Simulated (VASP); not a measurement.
A run of VASP 6.6.1:

Contents of INCAR:

```
SYSTEM = Be3V
ALGO = Normal
EDIFF = 1E-7
EDIFFG = -0.04
ENCUT = 600
GGA = PE
IBRION = 2
ISIF = 3
ISMEAR = 0
ISPIN = 2
LASPH = .TRUE.
LCHARG = .FALSE.
LMAXMIX = 4
LORBIT = 11
LREAL = .FALSE.
LWAVE = .FALSE.
MAGMOM = 0 0 0 2
NELM = 150
NSW = 90
PREC = Accurate
SIGMA = 0.1
```

KPOINTS

```
k-points
0
G
  6 6 6
  0 0 0
```

File POSCAR:

```
Be3V
1.0
    0.0000000000      2.5963283700      2.5963283700
    2.5963283700      0.0000000000      2.5963283700
    2.5963283700      2.5963283700      0.0000000000
Be V
3 1
Direct
    0.5000000000      0.5000000000      0.5000000000
    0.2500000000      0.2500000000      0.2500000000
    0.7500000000      0.7500000000      0.7500000000
    0.0000000000      0.0000000000      0.0000000000
```

Potentials or basis: VASP PAW PBE potentials, release 64 (Be, V_sv).

Command:

```bash
$ cat potpaw_PBE.64/Be/POTCAR potpaw_PBE.64/V_sv/POTCAR > POTCAR
$ mpirun -np 1 vasp_std > vasp.out
```

Hardware: 1 thread of AMD EPYC 7R43 64-Core Processor (Zen 3), on a shared host.

Task: How long does it take, and how much memory?

Result: Wall time 94 s on 1 thread of AMD EPYC 7R43 64-Core Processor (Zen 3) (shared host), peak memory 0.16 GiB. Counts: scf iterations 42, k points 16, ion steps 3.
